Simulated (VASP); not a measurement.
# Zr2Cu3Sb3 in VASP: notebook

The runs below take Zr2Cu3Sb3 through single point, with PBE.

Everything below comes from runs of VASP 6.6.1. Logs are shortened: lines on timing, memory, paths and dates and some standing lists are left out, and cuts for length are marked.

### Step 1. The cell of the first run

The structure is tetragonal, space group P4mm (No. 99). Conventional cell: a = 4.270 Å, b = 4.270 Å, c = 8.579 Å, α = 90.00°, β = 90.00°, γ = 90.00°. Sb (site symmetry 4mm) has 4 Cu at 2.64 Å and 5 Zr at 3.09 to 3.36 Å within 3.5 Å. Within 4.0 Å of Sb (site symmetry 2mm) lie 6 Sb at 3.02 to 3.73 Å and 4 Zr at 3.04 to 3.20 Å and 3 Cu at 3.44 to 3.96 Å. Within 3.7 Å of Zr (site symmetry 4mm) lie 8 Cu at 2.79 to 3.06 Å and 5 Sb at 3.04 to 3.36 Å. Zr (site symmetry 4mm) has 5 Cu at 3.09 to 3.51 Å and 8 Sb at 3.09 to 3.20 Å within 4.1 Å. Cu (site symmetry 4mm) has 4 Cu at 2.48 Å and 4 Zr at 3.06 Å within 3.3 Å. Within 3.3 Å of Cu (site symmetry 2mm) lie 6 Cu at 2.48 to 3.02 Å and 2 Sb at 2.64 Å and 4 Zr at 2.79 to 3.09 Å.

### Step 2. Single point, PBE

Contents of INCAR:

```
ALGO     = Fast           # electronic algorithm
EDIFF    = 1E-6           # SCF threshold, eV
ENCUT    = 520            # plane-wave cutoff, eV
GGA      = PE             # functional
ISIF     = 2              # what is computed and relaxed
ISMEAR   = -1             # smearing method
LASPH    = T              # aspherical terms in the spheres
LCHARG   = F              # write CHGCAR
LREAL    = F              # projectors in reciprocal space
LWAVE    = F              # write WAVECAR
NBANDS   = 46             # bands
NELM     = 80             # most SCF steps
PREC     = Accurate       # precision mode
SIGMA    = 0.05           # smearing width, eV
```

Contents of KPOINTS:

```
k-points
0
Gamma
  6 6 3
```

Contents of POSCAR:

```
Zr2Cu3Sb3
1.0
    4.2696600000      0.0000000000      0.0000000000
    0.0000000000      4.2696600000      0.0000000000
    0.0000000000      0.0000000000      8.5787510000
Sb Zr Cu
3 2 3
Direct
    0.0000000000      0.0000000000      0.6617910000
    0.0000000000      0.5000000000      0.0178270000
    0.5000000000      0.0000000000      0.0178270000
    0.0000000000      0.0000000000      0.2703920000
    0.5000000000      0.5000000000      0.7406480000
    0.5000000000      0.5000000000      0.3317070000
    0.0000000000      0.5000000000      0.4799040000
    0.5000000000      0.0000000000      0.4799040000
```

Potentials or basis: VASP PAW PBE potentials, release 64 (Sb, Zr_sv, Cu).

Started as:

```bash
$ cat potpaw_PBE.64/Sb/POTCAR potpaw_PBE.64/Zr_sv/POTCAR potpaw_PBE.64/Cu/POTCAR > POTCAR
$ mpirun -np 1 vasp_std > vasp.out
```

OUTCAR:

```text
EDIFF = 1E-6
   ENCUT = 520
   GGA = PE
   ISIF = 2
   ISMEAR = -1
   LASPH = T
   LREAL = F
   NELM = 80
   PREC = Accurate

 ion  position               nearest neighbor table
   1  0.000  0.000  0.662-   7 2.64   8 2.64   7 2.64   8 2.64   5 3.09   5 3.09   5 3.09   5 3.09
                             4 3.36   3 3.73   2 3.73   2 3.73   3 3.73
   2  0.000  0.500  0.018-   3 3.02   3 3.02   3 3.02   3 3.02   4 3.04   4 3.04   5 3.20   5 3.20
                             1 3.73   1 3.73
   3  0.500  0.000  0.018-   2 3.02   2 3.02   2 3.02   2 3.02   4 3.04   4 3.04   5 3.20   5 3.20
                             1 3.73   1 3.73
   4  0.000  0.000  0.270-   7 2.79   8 2.79   7 2.79   8 2.79   2 3.04   2 3.04   3 3.04   3 3.04
                             6 3.06   6 3.06   6 3.06   6 3.06   1 3.36
   5  0.500  0.500  0.741-   7 3.09   8 3.09   8 3.09   7 3.09   1 3.09   1 3.09   1 3.09   1 3.09
                             2 3.20   2 3.20   3 3.20   3 3.20
   6  0.500  0.500  0.332-   7 2.48   8 2.48   8 2.48   7 2.48   4 3.06   4 3.06   4 3.06   4 3.06

   7  0.000  0.500  0.480-   6 2.48   6 2.48   1 2.64   1 2.64   4 2.79   4 2.79   5 3.09   5 3.09

   8  0.500  0.000  0.480-   6 2.48   6 2.48   1 2.64   1 2.64   4 2.79   4 2.79   5 3.09   5 3.09

  LATTYP: Found a simple tetragonal cell.
 ALAT       =     4.2696600000
 C/A-ratio  =     2.0092351616

  Lattice vectors:

 A1 = (   4.2696600000,   0.0000000000,   0.0000000000)
 A2 = (   0.0000000000,   4.2696600000,   0.0000000000)
 A3 = (   0.0000000000,   0.0000000000,   8.5787510000)

Analysis of symmetry for initial positions (statically):
=====================================================================
 Subroutine PRICEL returns:
 Original cell was already a primitive cell.

 Routine SETGRP: Setting up the symmetry group for a
 simple tetragonal supercell.

 Subroutine GETGRP returns: Found  8 space group operations
 (whereof  8 operations were pure point group operations)
 out of a pool of 16 trial point group operations.

The static configuration has the point symmetry C_4v.

Analysis of symmetry for dynamics (positions and initial velocities):
=====================================================================
 Subroutine PRICEL returns:
 Original cell was already a primitive cell.

 Routine SETGRP: Setting up the symmetry group for a
 simple tetragonal supercell.

 Subroutine GETGRP returns: Found  8 space group operations
 (whereof  8 operations were pure point group operations)
 out of a pool of 16 trial point group operations.

The dynamic configuration has the point symmetry C_4v.

 Subroutine INISYM returns: Found  8 space group operations
 (whereof  8 operations are pure point group operations),
 and found     1 'primitive' translations

----------------------------------------------------------------------------------------

                                     Primitive cell

  volume of cell :     156.3906

  direct lattice vectors                    reciprocal lattice vectors
     4.269660000  0.000000000  0.000000000     0.234210687  0.000000000  0.000000000
     0.000000000  4.269660000  0.000000000     0.000000000  0.234210687  0.000000000
     0.000000000  0.000000000  8.578751000     0.000000000  0.000000000  0.116567085

  length of vectors
     4.269660000  4.269660000  8.578751000     0.234210687  0.234210687  0.116567085

  position of ions in fractional coordinates (direct lattice)
     0.000000000  0.000000000  0.661791000
     0.000000000  0.500000000  0.017827000
     0.500000000  0.000000000  0.017827000
     0.000000000  0.000000000  0.270392000
     0.500000000  0.500000000  0.740648000
     0.500000000  0.500000000  0.331707000
     0.000000000  0.500000000  0.479904000
     0.500000000  0.000000000  0.479904000

  ion indices of the primitive-cell ions
   primitive index   ion index
                 1           1
                 2           2
                 3           3
                 4           4
                 5           5
                 6           6
                 7           7
                 8           8

----------------------------------------------------------------------------------------

 KPOINTS: k-points

Automatic generation of k-mesh.
 Grid dimensions read from file:
 generate k-points for:    6    6    3

 Generating k-lattice:

  Cartesian coordinates                     Fractional coordinates (reciprocal lattice)
     0.039035114  0.000000000  0.000000000     0.166666667  0.000000000  0.000000000
     0.000000000  0.039035114  0.000000000     0.000000000  0.166666667  0.000000000
     0.000000000  0.000000000  0.038855695     0.000000000  0.000000000  0.333333333

  Length of vectors
     0.039035114  0.039035114  0.038855695

  Shift w.r.t. Gamma in fractional coordinates (k-lattice)
     0.000000000  0.000000000  0.000000000

 Subroutine IBZKPT returns following result:
 ===========================================

 Found     20 irreducible k-points:

 Following reciprocal coordinates:
            Coordinates               Weight
  0.000000  0.000000  0.000000      1.000000
  0.166667  0.000000  0.000000      4.000000
  0.333333  0.000000  0.000000      4.000000
  0.500000  0.000000  0.000000      2.000000
  0.166667  0.166667  0.000000      4.000000
  0.333333  0.166667  0.000000      8.000000
[... 12 lines left out ...]
  0.500000  0.333333  0.333333      8.000000
  0.500000  0.500000  0.333333      2.000000
   k-points           NKPTS =     20   k-points in BZ     NKDIM =     20   number of bands    NBANDS=     46
   number of dos      NEDOS =    301   number of ions     NIONS =      8
   total plane-waves  NPLWV =  65536
   dimension x,y,z NGX =    32 NGY =   32 NGZ =   64
   dimension x,y,z NGXF=    64 NGYF=   64 NGZF=  128
   ions per type =               3   2   3
   NGX,Y,Z   is equivalent  to a cutoff of  12.46, 12.46, 12.40 a.u.
   NGXF,Y,Z  is equivalent  to a cutoff of  24.92, 24.92, 24.80 a.u.
 SYSTEM =  unknown system
   PREC   = accura    normal or accurate (medium, high low for compatibility)
   ISTART =      0    job   : 0-new  1-cont  2-samecut
   ICHARG =      2    charge: 1-file 2-atom 10-const
   ISPIN  =      1    spin polarized calculation?
   LNONCOLLINEAR =      F non collinear calculations
   LSORBIT =      F    spin-orbit coupling
   LASPH  =      T    aspherical Exc in radial PAW
   ENCUT  =  520.0 eV  38.22 Ry    6.18 a.u.   7.94  7.94 15.95*2*pi/ulx,y,z
   NELM   =     80;   NELMIN=  2; NELMDL= -5     # of ELM steps
   EDIFF  = 0.1E-05   stopping-criterion for ELM
   LREAL  =      F    real-space projection
   EDIFFG = 0.1E-04   stopping-criterion for IOM
   NSW    =      0    number of steps for IOM
   IBRION =     -1    ionic relax: 0-MD 1-quasi-New 2-CG
   NFREE  =      0    steps in history (QN), initial steepest desc. (CG)
   ISIF   =      2    stress and relaxation
   ISYM   =      2    0-nonsym 1-usesym 2-fastsym
   POTIM  = 0.5000    time-step for ionic-motion
   TEBEG  =    0.0;   TEEND  =   0.0 temperature during run
   PSTRESS=    0.0 pullay stress
   NELECT =      72.0000    total number of electrons
   NUPDOWN=      -1.0000    fix difference up-down
   EMIN   =  10.00;   EMAX   =-10.00  energy-range for DOS
   EFERMI =   0.00;   METHOD = LEGACY
   ISMEAR =    -1;   SIGMA  =   0.05  broadening in eV -4-tet -1-fermi 0-gaus
   EFERMI_NEDOS =   21; number of points for ismear=-14 and -15
   IALGO  =     68    algorithm
   IMIX   =      4    mixing-type and parameters
     AMIX     =   0.40;   BMIX     =  1.00
     AMIX_MAG =   1.60;   BMIX_MAG =  1.00
  volume/ion in A,a.u.               =      19.55       131.92
  Fermi-wavevector in a.u.,A,eV,Ry     =   1.264102  2.388806 21.741482  1.597954
  Thomas-Fermi vector in A             =   2.397425
   LORBIT       =      0    0 simple, 1 ext, 2 COOP (PROOUT), +10 PAW based schemes
   GGA     = PE    functional components
   LHFCALC =     F    Hartree Fock is set to
   AEXX    =    0.0000 exact exchange contribution
   IVDW    =     0    specifies the selected vdW correction
   LEPSILON=     F    determine dielectric tensor
   LRPA    =     F    only Hartree local field effects (RPA)
 non-spin polarized calculation
 RMM-DIIS sequential band-by-band and
  energy-cutoff  :      520.00
  volume of cell :      156.39
 maximum number of plane-waves:      4272
 NGX is ok and might be reduce to    32
   NGX = 15   NGY = 15   NGZ = 31

 number of electron      72.0000042 magnetization

 Free energy of the ion-electron system (eV)
  ---------------------------------------------------
  ext. energy  EPLUGINS =         0.00000000
  ---------------------------------------------------
  free energy    TOTEN  =       -42.40725170 eV

  energy without entropy =      -42.35781120  energy(sigma->0) =      -42.38253145

 E-fermi :   9.2008     XC(G=0): -11.1907

 val. band max:        9.1855295828   @ k =   0.3333   0.0000   0.0000
 cond. band min:       9.2090187967   @ k =   0.5000   0.3333   0.0000
 fundamental gap:      0.0234892139
 Fermi energy:         9.2008221416

 k-point     1 :       0.0000    0.0000    0.0000
  band No.  band energies     occupation
      1     -40.7455      2.00000
      2     -39.9386      2.00000
      3     -18.7736      2.00000
      4     -18.7736      2.00000
      5     -18.7279      2.00000
      6     -18.0278      2.00000
[... 38 lines left out ...]
     45      12.5347      0.00000
     46      13.2774      0.00000

 k-point     2 :       0.1667    0.0000    0.0000
  band No.  band energies     occupation
      1     -40.7452      2.00000
      2     -39.9384      2.00000
      3     -18.7822      2.00000
      4     -18.7722      2.00000
      5     -18.7268      2.00000
      6     -18.0264      2.00000
[... 874 lines left out ...]
 k-point    20 :       0.5000    0.5000    0.3333
  band No.  band energies     occupation
      1     -40.7433      2.00000
      2     -39.9365      2.00000
      3     -18.8019      2.00000
      4     -18.8019      2.00000
      5     -18.7192      2.00000
      6     -18.0164      2.00000
[... 38 lines left out ...]
     45      12.1820      0.00000
     46      12.3119      0.00000

------------------------ aborting loop because EDIFF is reached ----------------------------------------

  FORCE on cell =-STRESS in cart. coord.  units (eV):
  Direction    XX          YY          ZZ          XY          YZ          ZX
  --------------------------------------------------------------------------------------
  -------------------------------------------------------------------------------------
  Total        0.3096868      0.3096868      0.3736772      0.0000000      0.0000000      0.0000000
  in kB        3.1726537      3.1726537      3.8282166      0.0000000      0.0000000      0.0000000
  external PRESSURE =       3.3911747 kB  Pullay stress =       0.0000000 kB

 VOLUME and BASIS-vectors are now :
 -----------------------------------------------------------------------------
  energy-cutoff  :      520.00
  volume of cell :      156.39
      direct lattice vectors                 reciprocal lattice vectors
     4.269660000  0.000000000  0.000000000     0.234210687  0.000000000  0.000000000
     0.000000000  4.269660000  0.000000000     0.000000000  0.234210687  0.000000000
     0.000000000  0.000000000  8.578751000     0.000000000  0.000000000  0.116567085

 POSITION                                       TOTAL-FORCE (eV/Angst)
 -----------------------------------------------------------------------------------
      0.00000      0.00000      5.67734        -0.000000      0.000000      0.029171
      0.00000      2.13483      0.15293        -0.000000      0.000000     -0.110555
      2.13483      0.00000      0.15293         0.000000      0.000000     -0.110555
      0.00000      0.00000      2.31963        -0.000000      0.000000     -0.141265
      2.13483      2.13483      6.35383        -0.000000     -0.000000      0.449568
      2.13483      2.13483      2.84563        -0.000000      0.000000     -0.027691
      0.00000      2.13483      4.11698        -0.000000     -0.000000     -0.044337
      2.13483      0.00000      4.11698        -0.000000      0.000000     -0.044337
 -----------------------------------------------------------------------------------
    total drift:                                0.000000     -0.000000      0.013841

  FREE ENERGIE OF THE ION-ELECTRON SYSTEM (eV)
  ---------------------------------------------------
  free  energy   TOTEN  =       -42.4072517042 eV

  energy  without entropy=      -42.3578112011  energy(sigma->0) =      -42.38253145
```

Wall time 5.9 min (1 thread of Intel Xeon Platinum 8488C (Sapphire Rapids), shared host); peak memory 0.31 GiB.

Results:

| Item | Value |
| --- | --- |
| Free energy | -42.4073 eV |
| Pressure | 0.3 GPa |
| Largest force | 0.450 eV/Å |
| Band gap on the k mesh | zero (bands 36 and 37 overlap by 0.87 eV) |

Forces on the atoms (eV/Å):
```
Sb   0.000  0.000  0.029
Sb   0.000  0.000 -0.111
Sb   0.000  0.000 -0.111
Zr   0.000  0.000 -0.141
Zr   0.000  0.000  0.450
Cu   0.000  0.000 -0.028
Cu   0.000  0.000 -0.044
Cu   0.000  0.000 -0.044
```

Caveat: spin-orbit coupling is left out, which moves the levels of the heavy elements.

(Continued in part 2 of 2.)

The gap in the log of VASP goes by the Fermi energy; the results here count the filled bands.